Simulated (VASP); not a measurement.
# Be5Te2 (P3m1) in VASP: a series of runs

The runs below take Be5Te2 through relaxation of cell and atoms, with PBE.

Program: VASP 6.6.1. These are calculated values, not measurements. Logs are shortened: lines on timing, memory, paths and dates and some standing lists are left out, and cuts for length are marked.

## Step 1: The cell of the first run

It takes space group P3m1 (No. 156, trigonal). Conventional cell: a = 3.832 Å, b = 3.832 Å, c = 9.152 Å, α = 90.00°, β = 90.00°, γ = 120.00°. Be (site symmetry 3m) has 7 Be at 2.19 to 2.26 Å within 2.9 Å. Within 2.9 Å of Be (site symmetry 3m) lie 4 Be at 2.19 to 2.82 Å and 3 Te at 2.44 Å. Within 3.0 Å of Be (site symmetry 3m) lie 9 Be at 2.25 to 2.82 Å and 1 Te at 2.77 Å. Be (site symmetry 3m) has 6 Be at 2.21 to 2.25 Å and 1 Te at 2.61 Å within 2.9 Å. Be (site symmetry 3m) has 4 Te at 2.38 to 2.48 Å within 3.1 Å. Within 3.1 Å of Te (site symmetry 3m) lie 4 Be at 2.38 to 2.61 Å. Te (site symmetry 3m) has 5 Be at 2.44 to 2.77 Å within 3.2 Å.

## Step 2: Relaxation of cell and atoms, PBE

Contents of INCAR:

```
SYSTEM = Be5Te2
ALGO     = Fast           ! electronic algorithm
EDIFF    = 1E-6           ! SCF threshold, eV
EDIFFG   = -0.001         ! ionic threshold
ENCUT    = 600            ! plane-wave cutoff, eV
GGA      = PE             ! functional
IBRION   = 2              ! ionic algorithm
ISIF     = 3              ! what is computed and relaxed
ISMEAR   = 0              ! smearing method
LASPH    = .TRUE.         ! aspherical terms in the spheres
LCHARG   = .FALSE.        ! write CHGCAR
LREAL    = .FALSE.        ! projectors in reciprocal space
LWAVE    = .FALSE.        ! write WAVECAR
NELM     = 80             ! most SCF steps
NSW      = 80             ! ionic steps
PREC     = Accurate       ! precision mode
SIGMA    = 0.1            ! smearing width, eV
```

Contents of KPOINTS:

```
k-points
0
G
  12 12 4
  0 0 0
```

Contents of POSCAR:

```
Be5Te2
1.0
    3.8317712820      0.0000000000      0.0000000000
   -1.9158856410      3.3184112717      0.0000000000
    0.0000000000      0.0000000000      9.1517447365
Be Te
5 2
Direct
    0.0000000000      0.0000000000      0.0004677129
    0.0000000000      0.0000000000      0.7612369011
    0.6666666667      0.3333333333      0.9515851924
    0.3333333333      0.6666666667      0.9973107631
    0.6666666667      0.3333333333      0.3781226579
    0.3333333333      0.6666666667      0.2820000429
    0.6666666667      0.3333333333      0.6492767297
```

Potentials or basis: VASP PAW PBE potentials, release 64 (Be, Te).

Run with:

```
$ cat potpaw_PBE.64/Be/POTCAR potpaw_PBE.64/Te/POTCAR > POTCAR
$ mpirun -np 1 vasp_std > vasp.out
```

OUTCAR:

```text
SYSTEM = Be5Te2
   EDIFF = 1E-6
   EDIFFG = -0.001
   ENCUT = 600
   GGA = PE
   IBRION = 2
   ISIF = 3
   ISMEAR = 0
   LASPH = .TRUE.
   LREAL = .FALSE.
   NELM = 80
   NSW = 80
   PREC = Accurate

 ion  position               nearest neighbor table
   1  0.000  0.000  0.000-   2 2.19   4 2.21   4 2.21   4 2.21   3 2.26   3 2.26   3 2.26
   2  0.000  0.000  0.761-   1 2.19   7 2.44   7 2.44   7 2.44
   3  0.667  0.333  0.952-   4 2.25   4 2.25   4 2.25   1 2.26   1 2.26   1 2.26   7 2.77
   4  0.333  0.667  0.997-   1 2.21   1 2.21   1 2.21   3 2.25   3 2.25   3 2.25   6 2.61
   5  0.667  0.333  0.378-   6 2.38   6 2.38   6 2.38   7 2.48
   6  0.333  0.667  0.282-   5 2.38   5 2.38   5 2.38   4 2.61
   7  0.667  0.333  0.649-   2 2.44   2 2.44   2 2.44   5 2.48   3 2.77

  LATTYP: Found a hexagonal cell.
 ALAT       =     3.8317712820
 C/A-ratio  =     2.3883849173

  Lattice vectors:

 A1 = (   3.8317712820,   0.0000000000,   0.0000000000)
 A2 = (  -1.9158856410,   3.3184112717,   0.0000000000)
 A3 = (   0.0000000000,   0.0000000000,   9.1517447365)

Analysis of symmetry for initial positions (statically):
=====================================================================
 Subroutine PRICEL returns:
 Original cell was already a primitive cell.

 Routine SETGRP: Setting up the symmetry group for a
 hexagonal supercell.

 Subroutine GETGRP returns: Found  6 space group operations
 (whereof  6 operations were pure point group operations)
 out of a pool of 24 trial point group operations.

The static configuration has the point symmetry C_3v.

Analysis of symmetry for dynamics (positions and initial velocities):
=====================================================================
 Subroutine PRICEL returns:
 Original cell was already a primitive cell.

 Routine SETGRP: Setting up the symmetry group for a
 hexagonal supercell.

 Subroutine GETGRP returns: Found  6 space group operations
 (whereof  6 operations were pure point group operations)
 out of a pool of 24 trial point group operations.

The dynamic configuration has the point symmetry C_3v.

 Subroutine INISYM returns: Found  6 space group operations
 (whereof  6 operations are pure point group operations),
 and found     1 'primitive' translations

----------------------------------------------------------------------------------------

                                     Primitive cell

  volume of cell :     116.3680

  direct lattice vectors                    reciprocal lattice vectors
     3.831771282  0.000000000  0.000000000     0.260975911  0.150674512  0.000000000
    -1.915885641  3.318411272  0.000000000     0.000000000  0.301349025  0.000000000
     0.000000000  0.000000000  9.151744736     0.000000000  0.000000000  0.109268782

  length of vectors
     3.831771282  3.831771282  9.151744736     0.301349025  0.301349025  0.109268782

  position of ions in fractional coordinates (direct lattice)
     0.000000000  0.000000000  0.000467713
     0.000000000  0.000000000  0.761236901
     0.666666667  0.333333333  0.951585192
     0.333333333  0.666666667  0.997310763
     0.666666667  0.333333333  0.378122658
     0.333333333  0.666666667  0.282000043
     0.666666667  0.333333333  0.649276730

  ion indices of the primitive-cell ions
   primitive index   ion index
                 1           1
                 2           2
                 3           3
                 4           4
                 5           5
                 6           6
                 7           7

----------------------------------------------------------------------------------------

 KPOINTS: k-points

Automatic generation of k-mesh.
 Grid dimensions read from file:
 generate k-points for:   12   12    4

 Generating k-lattice:

  Cartesian coordinates                     Fractional coordinates (reciprocal lattice)
     0.021747993  0.012556209  0.000000000     0.083333333  0.000000000  0.000000000
     0.000000000  0.025112419  0.000000000     0.000000000  0.083333333  0.000000000
     0.000000000  0.000000000  0.027317195     0.000000000  0.000000000  0.250000000

  Length of vectors
     0.025112419  0.025112419  0.027317195

  Shift w.r.t. Gamma in fractional coordinates (k-lattice)
     0.000000000  0.000000000  0.000000000

 Subroutine IBZKPT returns following result:
 ===========================================

 Found     69 irreducible k-points:

 Following reciprocal coordinates:
            Coordinates               Weight
  0.000000  0.000000  0.000000      1.000000
  0.083333  0.000000  0.000000      6.000000
  0.166667  0.000000  0.000000      6.000000
  0.250000  0.000000  0.000000      6.000000
  0.333333  0.000000  0.000000      6.000000
  0.416667  0.000000  0.000000      6.000000
[... 16 lines left out ...]
  0.166667  0.000000  0.250000      6.000000
  0.000000  0.166667  0.250000      6.000000
 [... further k-points ...]
   k-points           NKPTS =     69   k-points in BZ     NKDIM =     69   number of bands    NBANDS=     15
   number of dos      NEDOS =    301   number of ions     NIONS =      7
   total plane-waves  NPLWV =  81920
   dimension x,y,z NGX =    32 NGY =   32 NGZ =   80
   dimension x,y,z NGXF=    64 NGYF=   64 NGZF=  160
   ions per type =               5   2
   NGX,Y,Z   is equivalent  to a cutoff of  13.88, 13.88, 14.53 a.u.
   NGXF,Y,Z  is equivalent  to a cutoff of  27.77, 27.77, 29.06 a.u.
 SYSTEM =  Be5Te2
   PREC   = accura    normal or accurate (medium, high low for compatibility)
   ISTART =      0    job   : 0-new  1-cont  2-samecut
   ICHARG =      2    charge: 1-file 2-atom 10-const
   ISPIN  =      1    spin polarized calculation?
   LNONCOLLINEAR =      F non collinear calculations
   LSORBIT =      F    spin-orbit coupling
   LASPH  =      T    aspherical Exc in radial PAW
   ENCUT  =  600.0 eV  44.10 Ry    6.64 a.u.   7.65  7.65 18.28*2*pi/ulx,y,z
   NELM   =     80;   NELMIN=  2; NELMDL= -5     # of ELM steps
   EDIFF  = 0.1E-05   stopping-criterion for ELM
   LREAL  =      F    real-space projection
   EDIFFG = -.1E-02   stopping-criterion for IOM
   NSW    =     80    number of steps for IOM
   IBRION =      2    ionic relax: 0-MD 1-quasi-New 2-CG
   NFREE  =      1    steps in history (QN), initial steepest desc. (CG)
   ISIF   =      3    stress and relaxation
   ISYM   =      2    0-nonsym 1-usesym 2-fastsym
   POTIM  = 0.5000    time-step for ionic-motion
   TEBEG  =    0.0;   TEEND  =   0.0 temperature during run
   PSTRESS=    0.0 pullay stress
   NELECT =      22.0000    total number of electrons
   NUPDOWN=      -1.0000    fix difference up-down
   EMIN   =  10.00;   EMAX   =-10.00  energy-range for DOS
   EFERMI =   0.00;   METHOD = LEGACY
   ISMEAR =     0;   SIGMA  =   0.10  broadening in eV -4-tet -1-fermi 0-gaus
   EFERMI_NEDOS =   21; number of points for ismear=-14 and -15
   IALGO  =     68    algorithm
   IMIX   =      4    mixing-type and parameters
     AMIX     =   0.40;   BMIX     =  1.00
     AMIX_MAG =   1.60;   BMIX_MAG =  1.00
  volume/ion in A,a.u.               =      16.62       112.18
  Fermi-wavevector in a.u.,A,eV,Ry     =   0.939589  1.775565 12.011592  0.882827
  Thomas-Fermi vector in A             =   2.066916
   LORBIT       =      0    0 simple, 1 ext, 2 COOP (PROOUT), +10 PAW based schemes
   GGA     = PE    functional components
   LHFCALC =     F    Hartree Fock is set to
   AEXX    =    0.0000 exact exchange contribution
   IVDW    =     0    specifies the selected vdW correction
   LEPSILON=     F    determine dielectric tensor
   LRPA    =     F    only Hartree local field effects (RPA)
 conjugate gradient relaxation of ions
 non-spin polarized calculation
 RMM-DIIS sequential band-by-band and
 Gauss-broadening in eV      SIGMA  =   0.10
  energy-cutoff  :      600.00
  volume of cell :      116.37
 maximum number of plane-waves:      3925
 NGX is ok and might be reduce to    32
   NGX = 15   NGY = 15   NGZ = 37

--------------------------------------- Ionic step        1  -------------------------------------------

 number of electron      22.0000000 magnetization

 Free energy of the ion-electron system (eV)
  ---------------------------------------------------
  ext. energy  EPLUGINS =         0.00000000
  ---------------------------------------------------
  free energy    TOTEN  =       -23.99228937 eV

  energy without entropy =      -23.98342682  energy(sigma->0) =      -23.98785810

------------------------ aborting loop because EDIFF is reached ----------------------------------------

  FORCE on cell =-STRESS in cart. coord.  units (eV):
  Direction    XX          YY          ZZ          XY          YZ          ZX
  --------------------------------------------------------------------------------------
  -------------------------------------------------------------------------------------
  Total        0.1164128      0.1164128      0.0684741      0.0000000     -0.0000000      0.0000000
  in kB        1.6027941      1.6027941      0.9427640      0.0000000     -0.0000000      0.0000000
  external PRESSURE =       1.3827840 kB  Pullay stress =       0.0000000 kB
[... 104 lines left out ...]
  FREE ENERGIE OF THE ION-ELECTRON SYSTEM (eV)
  ---------------------------------------------------
  free  energy   TOTEN  =       -23.9924144489 eV

  energy  without entropy=      -23.9835287571  energy(sigma->0) =      -23.98797160

[... ionic steps 4 to 20 ...]

--------------------------------------- Ionic step       21  -------------------------------------------

 number of electron      22.0000000 magnetization

------------------------ aborting loop because EDIFF is reached ----------------------------------------

  FORCE on cell =-STRESS in cart. coord.  units (eV):
  Direction    XX          YY          ZZ          XY          YZ          ZX
  --------------------------------------------------------------------------------------
  -------------------------------------------------------------------------------------
  Total       -0.0026140     -0.0026140     -0.0031668      0.0000000     -0.0000000      0.0000000
  in kB       -0.0359375     -0.0359375     -0.0435369      0.0000000     -0.0000000      0.0000000
  external PRESSURE =      -0.0384707 kB  Pullay stress =       0.0000000 kB
[... 67 lines left out ...]
  energy  without entropy=      -23.9835536441  energy(sigma->0) =      -23.98799420

--------------------------------------- Ionic step       23  -------------------------------------------

 number of electron      22.0000000 magnetization

 Free energy of the ion-electron system (eV)
  ---------------------------------------------------
  ext. energy  EPLUGINS =         0.00000000
  ---------------------------------------------------
  free energy    TOTEN  =       -23.99243501 eV

  energy without entropy =      -23.98355429  energy(sigma->0) =      -23.98799465

 E-fermi :   5.9385     XC(G=0):  -9.4136

 val. band max:        5.9359054772   @ k =   0.4167   0.0833   0.2500
 cond. band min:       5.9873133668   @ k =   0.1667   0.0000   0.0000
 fundamental gap:      0.0514078896
 Fermi energy:         5.9385314266

 k-point     1 :       0.0000    0.0000    0.0000
  band No.  band energies     occupation
      1      -7.3418      2.00000
      2      -6.7393      2.00000
      3      -2.1484      2.00000
      4       1.2451      2.00000
      5       1.5018      2.00000
      6       4.4537      2.00000
      7       4.4537      2.00000
      8       4.9322      2.00000
      9       4.9322      2.00000
     10       7.2509      0.00000
     11       7.3685      0.00000
     12       7.3685      0.00000
     13       7.7557      0.00000
     14       7.7557      0.00000
     15       8.7494      0.00000
[... 397 lines left out ...]
 k-point    24 :       0.0000    0.1667    0.2500
  band No.  band energies     occupation
      1      -7.0687      2.00000
      2      -6.5341      2.00000
      3      -1.6901      2.00000
      4       0.3989      2.00000
      5       2.6937      2.00000
      6       2.8944      2.00000
      7       3.3403      2.00000
      8       3.8783      2.00000
      9       4.3223      2.00000
     10       5.2601      2.00000
     11       6.1564      0.00206
     12       6.5867      0.00000
     13       8.2301      0.00000
     14       8.9211      0.00000
     15       9.4924      0.00000

 [... further k-points ...]
[... 5 lines left out ...]
  --------------------------------------------------------------------------------------
  -------------------------------------------------------------------------------------
  Total       -0.0018466     -0.0018466     -0.0014321      0.0000000      0.0000000      0.0000000
  in kB       -0.0253875     -0.0253875     -0.0196894      0.0000000      0.0000000      0.0000000
  external PRESSURE =      -0.0234881 kB  Pullay stress =       0.0000000 kB
[... 22 lines left out ...]
  FREE ENERGIE OF THE ION-ELECTRON SYSTEM (eV)
  ---------------------------------------------------
  free  energy   TOTEN  =       -23.9924350122 eV

  energy  without entropy=      -23.9835542908  energy(sigma->0) =      -23.98799465

 reached required accuracy - stopping structural energy minimisation
```

It took 5.5 min on 1 thread of Intel Xeon 6975P-C (Granite Rapids), shared host; peak memory 0.38 GiB.

What came out:

- Free energy: -23.9924 eV
- Relaxed volume: 16.65 Å³/atom
- Relaxed cell: a = 3.834 Å, b = 3.834 Å, c = 9.155 Å, α = 90.00°, β = 90.00°, γ = 120.00°
- Space group after relaxing (to 0.1 Å): P3m1 (No. 156)
- Energy gained by relaxing: 0.0 meV/atom
- Ionic steps: 23
- Pressure after relaxing: 0.0 GPa
- Band gap on the k mesh: zero (bands 11 and 12 overlap by 1.72 eV)

The path:
```tsv
step	energy change (eV)	largest force (eV/Å)	pressure (GPa)	volume (Å³)
1	0.0000	0.0207	0.14	116.37
2	-0.0001	0.0074	-0.01	116.61
3	-0.0001	0.0079	-0.01	116.60
4	-0.0001	0.0080	-0.01	116.60
5	-0.0001	0.0145	0.06	116.48
6	-0.0001	0.0082	0.00	116.59
7	-0.0001	0.0055	-0.01	116.59
8	-0.0001	0.0029	0.00	116.57
9	-0.0001	0.0024	0.00	116.58
10	-0.0001	0.0029	0.00	116.58
11	-0.0001	0.0035	-0.01	116.58
12	-0.0001	0.0030	0.00	116.56
13	-0.0001	0.0034	0.01	116.53
14	-0.0001	0.0020	0.01	116.52
15	-0.0001	0.0022	0.01	116.52
16	-0.0001	0.0013	0.01	116.54
17	-0.0001	0.0048	-0.02	116.58
18	-0.0001	0.0020	-0.01	116.55
19	-0.0001	0.0013	-0.01	116.54
20	-0.0001	0.0012	-0.01	116.54
21	-0.0001	0.0013	0.00	116.54
22	-0.0001	0.0013	0.00	116.54
23	-0.0001	0.0005	0.00	116.54
```

Final structure:
```
Be Te
1.0
     3.83383    0.00000    0.00000
    -1.91692    3.32019    0.00000
     0.00000    0.00000    9.15509
Be Te
5 2
Direct
  0.00000 0.00000 0.00062
  0.00000 0.00000 0.76169
  0.66667 0.33333 0.95145
  0.33333 0.66667 0.99717
  0.66667 0.33333 0.37819
  0.33333 0.66667 0.28166
  0.66667 0.33333 0.64922
```

Caveat: spin-orbit coupling is left out, which moves the levels of the heavy elements.

## Step 3: Relaxation of cell and atoms, PBE

This run uses another cell than the first one, of 16.71 Å³/atom.

Contents of INCAR:

```
ALGO = Fast
EDIFF = 1E-6
EDIFFG = -0.01
ENCUT = 600
GGA = PE
IBRION = 2
ISIF = 3
ISMEAR = 0
LASPH = T
LCHARG = F
LREAL = F
LWAVE = F
NELM = 80
NSW = 100
PREC = Accurate
SIGMA = 0.1
```

Contents of KPOINTS:

```
k-points
0
Gamma
  12 12 4
```

Contents of POSCAR:

```
Be5Te2
1.0
    3.8279416791      0.0000000000      0.0000000000
   -1.9139708396      3.3150947383      0.0000000000
    0.0000000000      0.0000000000      9.2147960111
Be Te
5 2
Direct
    0.0000000000      0.0000000000      0.0004504245
    0.0000000000      0.0000000000      0.7622835380
    0.6666666667      0.3333333333      0.9506048386
    0.3333333333      0.6666666667      0.9952019489
    0.6666666667      0.3333333333      0.3786650930
    0.3333333333      0.6666666667      0.2827293628
    0.6666666667      0.3333333333      0.6500647943
```

Potentials or basis: VASP PAW PBE potentials, release 64 (Be, Te).

Run with:

```
$ cat potpaw_PBE.64/Be/POTCAR potpaw_PBE.64/Te/POTCAR > POTCAR
$ mpirun -np 1 vasp_std > vasp.out
```

Run time: 3.7 min. Hardware: 1 thread of Intel Xeon 6975P-C (Granite Rapids), shared host; peak memory 0.38 GiB.

The run converged. Its results:

```yaml
Free_energy: -23.9924 eV
Relaxed_volume: 16.64 Å³/atom
Relaxed_cell: a = 3.833 Å, b = 3.833 Å, c = 9.153 Å, α = 90.00°, β = 90.00°, γ = 120.00°
Space_group_after_relaxing_to_0.1_Å: P3m1 (No. 156)
Energy_gained_by_relaxing: 0.4 meV/atom
Ionic_steps: 8
Pressure_after_relaxing: 0.0 GPa
Largest_force_after_relaxing: 0.007 eV/Å
Band_gap_on_the_k_mesh: zero (bands 11 and 12 overlap by 1.71 eV)
```

Forces on the atoms (eV/Å):
```
Be   0.000  0.000 -0.006
Be   0.000  0.000 -0.002
Be   0.000  0.000  0.007
Be   0.000  0.000  0.001
Be   0.000  0.000 -0.007
Te   0.000  0.000  0.002
Te   0.000  0.000  0.004
```

Step by step:
```tsv
step	energy change (eV)	largest force (eV/Å)	pressure (GPa)	volume (Å³)
1	0.0000	0.0688	-0.08	116.94
2	-0.0021	0.0537	-0.09	116.80
3	-0.0024	0.0447	-0.10	116.73
4	-0.0027	0.0339	0.00	116.52
5	-0.0028	0.0200	0.12	116.27
6	-0.0030	0.0164	0.04	116.39
7	-0.0030	0.0167	0.01	116.43
8	-0.0031	0.0067	0.00	116.47
```

Final structure:
```cif
data_structure
_symmetry_space_group_name_H-M 'P 1'
_symmetry_Int_Tables_number 1
_cell_length_a 3.8333
_cell_length_b 3.8333
_cell_length_c 9.1529
_cell_angle_alpha 90.000
_cell_angle_beta 90.000
_cell_angle_gamma 120.000
_cell_volume 116.47
loop_
_atom_site_label
_atom_site_type_symbol
_atom_site_fract_x
_atom_site_fract_y
_atom_site_fract_z
_atom_site_occupancy
Be1 Be 0.00000 0.00000 0.00086 1
Be2 Be 0.00000 0.00000 0.76205 1
Be3 Be 0.66667 0.33333 0.95105 1
Be4 Be 0.33333 0.66667 0.99698 1
Be5 Be 0.66667 0.33333 0.37828 1
Te1 Te 0.33333 0.66667 0.28155 1
Te2 Te 0.66667 0.33333 0.64923 1
```

Levels at points of the mesh, in eV from the Fermi level:
| k point | band 7 | band 8 | band 9 | band 10 | band 11 | band 12 | band 13 | band 14 | band 15 |
| --- | --- | --- | --- | --- | --- | --- | --- | --- | --- |
| (0.00, 0.00, 0.00) | -1.48 | -1.01 | -1.01 | 1.31 | 1.42 | 1.42 | 1.82 | 1.82 | 2.81 |
| (0.50, 0.00, 0.00) | -3.31 | -3.09 | -2.46 | -2.45 | -1.28 | -0.29 | 1.10 | 1.63 | 2.62 |
| (0.00, 0.00, 0.50) | -1.47 | -1.01 | -1.01 | -0.72 | 1.25 | 1.25 | 1.92 | 1.92 | 2.82 |
| (0.50, 0.00, 0.50) | -4.25 | -3.07 | -2.89 | -2.78 | -0.97 | 0.63 | 1.62 | 1.93 | 2.36 |

Caveat: spin-orbit coupling is left out, which moves the levels of the heavy elements.
